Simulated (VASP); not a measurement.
# KBr (P4/mmm) in VASP: a series of runs

KBr is run at these levels: PBE; tasks: single point, vibrations by perturbation theory.

All numbers are computed with VASP 6.6.1; they aren't measurements. Logs are shortened: lines on timing, memory, paths and dates and some standing lists are left out, and cuts for length are marked.

## Step 1: The cell of the first run

The typed cell holds 2 atoms: a = 4.038 Å, b = 4.038 Å, c = 4.040 Å, α = 90.00°, β = 90.00°, γ = 90.00°.

## Step 2: Single point, PBE

POSCAR

```
KBr
1.0
    4.0382600546      0.0000000000      0.0000000000
    0.0000000000      4.0382600546      0.0000000000
    0.0000000000      0.0000000000      4.0397343728
K Br
1 1
Direct
    0.5000000000      0.5000000000      0.5000000000
    0.0000000000      0.0000000000      0.0000000000
```

INCAR.step1

```
SYSTEM = KBr
PREC     = Accurate       ! precision mode
ENCUT    = 520            ! plane-wave cutoff, eV
EDIFF    = 1E-6           ! SCF threshold, eV
ISMEAR   = 0              ! smearing method
SIGMA    = 0.02           ! smearing width, eV
LREAL    = .False.        ! projectors in reciprocal space
LASPH    = .True.         ! aspherical terms in the spheres
NELM     = 80             ! most SCF steps
ALGO     = Normal         ! electronic algorithm
ISIF     = 2              ! what is computed and relaxed
LWAVE    = .False.        ! write WAVECAR
LCHARG   = .True.         ! write CHGCAR
GGA      = PE             ! functional
NBANDS   = 15             ! bands
```

KPOINTS.step1

```
regular mesh
0
Gamma
  6 6 6
  0 0 0
```

INCAR.step2

```
SYSTEM = KBr
PREC     = Accurate       ! precision mode
ENCUT    = 520            ! plane-wave cutoff, eV
EDIFF    = 1E-6           ! SCF threshold, eV
ISMEAR   = -5             ! smearing method
SIGMA    = 0.02           ! smearing width, eV
LREAL    = .False.        ! projectors in reciprocal space
LASPH    = .True.         ! aspherical terms in the spheres
NELM     = 80             ! most SCF steps
ALGO     = Normal         ! electronic algorithm
ISIF     = 2              ! what is computed and relaxed
LWAVE    = .False.        ! write WAVECAR
LCHARG   = .False.        ! write CHGCAR
GGA      = PE             ! functional
LORBIT   = 10             ! projections on sites
NEDOS    = 1001           ! points of the DOS
ICHARG   = 11             ! starting density
```

KPOINTS.step2

```
regular mesh
0
Gamma
  9 9 9
  0 0 0
```

Potentials or basis: VASP PAW PBE potentials, release 64 (K_sv, Br).

Run with:

```bash
$ cat potpaw_PBE.64/K_sv/POTCAR potpaw_PBE.64/Br/POTCAR > POTCAR
$ cp INCAR.step1 INCAR
$ cp KPOINTS.step1 KPOINTS
$ mpirun -np 1 vasp_std > vasp.out
$ cp INCAR.step2 INCAR
$ cp KPOINTS.step2 KPOINTS
$ mpirun -np 1 vasp_std > vasp.out
```

OUTCAR:

```text
SYSTEM = KBr
   PREC = Accurate
   ENCUT = 520
   EDIFF = 1E-6
   ISMEAR = -5
   LREAL = .False.
   LASPH = .True.
   NELM = 80
   ISIF = 2
   GGA = PE
   LORBIT = 10
   ICHARG = 11

 ion  position               nearest neighbor table
   1  0.500  0.500  0.500-
   2  0.000  0.000  0.000-

  LATTYP: Found a simple tetragonal cell.
 ALAT       =     4.0382600546
 C/A-ratio  =     1.0003650875

  Lattice vectors:

 A1 = (   4.0382600546,   0.0000000000,   0.0000000000)
 A2 = (   0.0000000000,   4.0382600546,   0.0000000000)
 A3 = (   0.0000000000,   0.0000000000,   4.0397343728)

Analysis of symmetry for initial positions (statically):
=====================================================================
 Subroutine PRICEL returns:
 Original cell was already a primitive cell.

 Routine SETGRP: Setting up the symmetry group for a
 simple tetragonal supercell.

 Subroutine GETGRP returns: Found 16 space group operations
 (whereof 16 operations were pure point group operations)
 out of a pool of 16 trial point group operations.

The static configuration has the point symmetry D_4h.

Analysis of symmetry for dynamics (positions and initial velocities):
=====================================================================
 Subroutine PRICEL returns:
 Original cell was already a primitive cell.

 Routine SETGRP: Setting up the symmetry group for a
 simple tetragonal supercell.

 Subroutine GETGRP returns: Found 16 space group operations
 (whereof 16 operations were pure point group operations)
 out of a pool of 16 trial point group operations.

The dynamic configuration has the point symmetry D_4h.

 Subroutine INISYM returns: Found 16 space group operations
 (whereof 16 operations are pure point group operations),
 and found     1 'primitive' translations

----------------------------------------------------------------------------------------

                                     Primitive cell

  volume of cell :      65.8781

  direct lattice vectors                    reciprocal lattice vectors
     4.038260055  0.000000000  0.000000000     0.247631402  0.000000000  0.000000000
     0.000000000  4.038260055  0.000000000     0.000000000  0.247631402  0.000000000
     0.000000000  0.000000000  4.039734373     0.000000000  0.000000000  0.247541028

  length of vectors
     4.038260055  4.038260055  4.039734373     0.247631402  0.247631402  0.247541028

  position of ions in fractional coordinates (direct lattice)
     0.500000000  0.500000000  0.500000000
     0.000000000  0.000000000  0.000000000

  ion indices of the primitive-cell ions
   primitive index   ion index
                 1           1
                 2           2

----------------------------------------------------------------------------------------

 KPOINTS: regular mesh

Automatic generation of k-mesh.
 Grid dimensions read from file:
 generate k-points for:    9    9    9

 Generating k-lattice:

  Cartesian coordinates                     Fractional coordinates (reciprocal lattice)
     0.027514600  0.000000000  0.000000000     0.111111111  0.000000000  0.000000000
     0.000000000  0.027514600  0.000000000     0.000000000  0.111111111  0.000000000
     0.000000000  0.000000000  0.027504559     0.000000000  0.000000000  0.111111111

  Length of vectors
     0.027514600  0.027514600  0.027504559

  Shift w.r.t. Gamma in fractional coordinates (k-lattice)
     0.000000000  0.000000000  0.000000000

 TETIRR: Found   1075 inequivalent tetrahedra from     4374

 Subroutine IBZKPT returns following result:
 ===========================================

 Found     75 irreducible k-points:

 Following reciprocal coordinates:
            Coordinates               Weight
  0.000000  0.000000  0.000000      1.000000
  0.111111  0.000000  0.000000      4.000000
  0.222222  0.000000  0.000000      4.000000
  0.333333  0.000000  0.000000      4.000000
  0.444444  0.000000  0.000000      4.000000
  0.111111  0.111111  0.000000      4.000000
[... 16 lines left out ...]
  0.333333  0.111111  0.111111     16.000000
  0.444444  0.111111  0.111111     16.000000
 [... further k-points ...]
   k-points           NKPTS =     75   k-points in BZ     NKDIM =     75   number of bands    NBANDS=     12
   number of dos      NEDOS =   1001   number of ions     NIONS =      2
   total plane-waves  NPLWV =  27000
   dimension x,y,z NGX =    30 NGY =   30 NGZ =   30
   dimension x,y,z NGXF=    60 NGYF=   60 NGZF=   60
   ions per type =               1   1
   NGX,Y,Z   is equivalent  to a cutoff of  12.35, 12.35, 12.35 a.u.
   NGXF,Y,Z  is equivalent  to a cutoff of  24.70, 24.70, 24.69 a.u.
 SYSTEM =  KBr
   PREC   = accura    normal or accurate (medium, high low for compatibility)
   ISTART =      0    job   : 0-new  1-cont  2-samecut
   ICHARG =     11    charge: 1-file 2-atom 10-const
   ISPIN  =      1    spin polarized calculation?
   LNONCOLLINEAR =      F non collinear calculations
   LSORBIT =      F    spin-orbit coupling
   LASPH  =      T    aspherical Exc in radial PAW
   ENCUT  =  520.0 eV  38.22 Ry    6.18 a.u.   7.51  7.51  7.51*2*pi/ulx,y,z
   NELM   =     80;   NELMIN=  2; NELMDL=  0     # of ELM steps
   EDIFF  = 0.1E-05   stopping-criterion for ELM
   LREAL  =      F    real-space projection
   EDIFFG = 0.1E-04   stopping-criterion for IOM
   NSW    =      0    number of steps for IOM
   IBRION =     -1    ionic relax: 0-MD 1-quasi-New 2-CG
   NFREE  =      0    steps in history (QN), initial steepest desc. (CG)
   ISIF   =      2    stress and relaxation
   ISYM   =      2    0-nonsym 1-usesym 2-fastsym
   POTIM  = 0.5000    time-step for ionic-motion
   TEBEG  =    0.0;   TEEND  =   0.0 temperature during run
   PSTRESS=    0.0 pullay stress
   NELECT =      16.0000    total number of electrons
   NUPDOWN=      -1.0000    fix difference up-down
   EMIN   =  10.00;   EMAX   =-10.00  energy-range for DOS
   EFERMI =   0.00;   METHOD = LEGACY
   ISMEAR =    -5;   SIGMA  =   0.02  broadening in eV -4-tet -1-fermi 0-gaus
   EFERMI_NEDOS =   21; number of points for ismear=-14 and -15
   IALGO  =     38    algorithm
   IMIX   =      4    mixing-type and parameters
     AMIX     =   0.40;   BMIX     =  1.00
     AMIX_MAG =   1.60;   BMIX_MAG =  1.00
  volume/ion in A,a.u.               =      32.94       222.28
  Fermi-wavevector in a.u.,A,eV,Ry     =   1.021412  1.930189 14.194725  1.043283
  Thomas-Fermi vector in A             =   2.155035
   LORBIT       =     10    0 simple, 1 ext, 2 COOP (PROOUT), +10 PAW based schemes
   GGA     = PE    functional components
   LHFCALC =     F    Hartree Fock is set to
   AEXX    =    0.0000 exact exchange contribution
   IVDW    =     0    specifies the selected vdW correction
   LEPSILON=     F    determine dielectric tensor
   LRPA    =     F    only Hartree local field effects (RPA)
 non-spin polarized calculation
 Fermi weights with tetrahedron method with Bloechl corrections
  energy-cutoff  :      520.00
  volume of cell :       65.88
 maximum number of plane-waves:      1800
 NGX is ok and might be reduce to    30

 number of electron      15.9999999 magnetization

 Free energy of the ion-electron system (eV)
  ---------------------------------------------------
  ext. energy  EPLUGINS =         0.00000000
  ---------------------------------------------------
  free energy    TOTEN  =        -6.07837166 eV

  energy without entropy =       -6.07837166  energy(sigma->0) =       -6.07837166

 E-fermi :  -0.7497     XC(G=0):  -7.8394

 val. band max:       -0.7592902637   @ k =   0.4444   0.0000   0.4444
 cond. band min:       3.1293558879   @ k =   0.0000   0.0000   0.0000
 fundamental gap:      3.8886461515
 Fermi energy:        -0.7497477614

 k-point     1 :       0.0000    0.0000    0.0000
  band No.  band energies     occupation
      1     -29.4094      2.00000
      2     -13.5273      2.00000
      3     -12.8336      2.00000
      4     -12.8336      2.00000
      5     -12.8336      2.00000
      6      -1.0077      2.00000
      7      -1.0055      2.00000
      8      -1.0055      2.00000
      9       3.1294      0.00000
     10       5.1055      0.00000
     11       5.1070      0.00000
     12       8.9172      0.00000

 k-point     2 :       0.1111    0.0000    0.0000
  band No.  band energies     occupation
      1     -29.4082      2.00000
      2     -13.5504      2.00000
      3     -12.8313      2.00000
      4     -12.8313      2.00000
      5     -12.8082      2.00000
      6      -1.2774      2.00000
      7      -1.0044      2.00000
      8      -1.0022      2.00000
      9       3.4335      0.00000
     10       5.2004      0.00000
     11       5.3645      0.00000
     12       8.8802      0.00000

 k-point     3 :       0.2222    0.0000    0.0000
  band No.  band energies     occupation
      1     -29.4052      2.00000
      2     -13.6056      2.00000
      3     -12.8256      2.00000
      4     -12.8256      2.00000
      5     -12.7464      2.00000
      6      -1.8424      2.00000
      7      -0.9962      2.00000
      8      -0.9940      2.00000
      9       4.1212      0.00000
     10       5.4773      0.00000
     11       6.0232      0.00000
     12       8.8090      0.00000
[... 286 lines left out ...]
 k-point    23 :       0.3333    0.1111    0.1111
  band No.  band energies     occupation
      1     -29.3995      2.00000
      2     -13.6162      2.00000
      3     -12.8509      2.00000
      4     -12.8346      2.00000
      5     -12.6874      2.00000
      6      -2.2700      2.00000
      7      -1.1563      2.00000
      8      -1.1472      2.00000
      9       5.2473      0.00000
     10       6.1062      0.00000
     11       6.7086      0.00000
     12       8.3231      0.00000

 k-point    24 :       0.4444    0.1111    0.1111
  band No.  band energies     occupation
      1     -29.3972      2.00000
      2     -13.6365      2.00000
      3     -12.8361      2.00000
      4     -12.8300      2.00000
      5     -12.6770      2.00000
      6      -2.5455      2.00000
      7      -1.1487      2.00000
      8      -1.1046      2.00000
      9       5.8770      0.00000
     10       6.3599      0.00000
     11       6.6401      0.00000
     12       8.1544      0.00000

 [... further k-points ...]

------------------------ aborting loop because EDIFF is reached ----------------------------------------

  FORCE on cell =-STRESS in cart. coord.  units (eV):
  Direction    XX          YY          ZZ          XY          YZ          ZX
  --------------------------------------------------------------------------------------
  -------------------------------------------------------------------------------------
  Total        0.0195701      0.0195701      0.0142343      0.0000000      0.0000000     -0.0000000
  in kB        0.4759516      0.4759516      0.3461830      0.0000000      0.0000000     -0.0000000
  external PRESSURE =       0.4326954 kB  Pullay stress =       0.0000000 kB

 VOLUME and BASIS-vectors are now :
 -----------------------------------------------------------------------------
  energy-cutoff  :      520.00
  volume of cell :       65.88
      direct lattice vectors                 reciprocal lattice vectors
     4.038260055  0.000000000  0.000000000     0.247631402  0.000000000  0.000000000
     0.000000000  4.038260055  0.000000000     0.000000000  0.247631402  0.000000000
     0.000000000  0.000000000  4.039734373     0.000000000  0.000000000  0.247541028

 POSITION                                       TOTAL-FORCE (eV/Angst)
 -----------------------------------------------------------------------------------
      2.01913      2.01913      2.01987         0.000000      0.000000      0.000000
      0.00000      0.00000      0.00000         0.000000      0.000000      0.000000
 -----------------------------------------------------------------------------------
    total drift:                                0.000000      0.000000      0.000000

  FREE ENERGIE OF THE ION-ELECTRON SYSTEM (eV)
  ---------------------------------------------------
  free  energy   TOTEN  =        -6.0783716649 eV

  energy  without entropy=       -6.0783716649  energy(sigma->0) =       -6.07837166

 total charge

# of ion       s       p       d       tot
------------------------------------------
    1        1.955   5.576   0.020   7.551
    2        1.601   3.287   0.002   4.890
--------------------------------------------------
tot          3.556   8.863   0.022  12.441
```

Wall time 34 s (1 thread of Intel Xeon 6975P-C (Granite Rapids), shared host); peak memory 0.2 GiB.

Results:

* Valence electrons inside the program's atomic spheres: K 7.55; Br 4.89

(Part 1 of 2 ends here.)
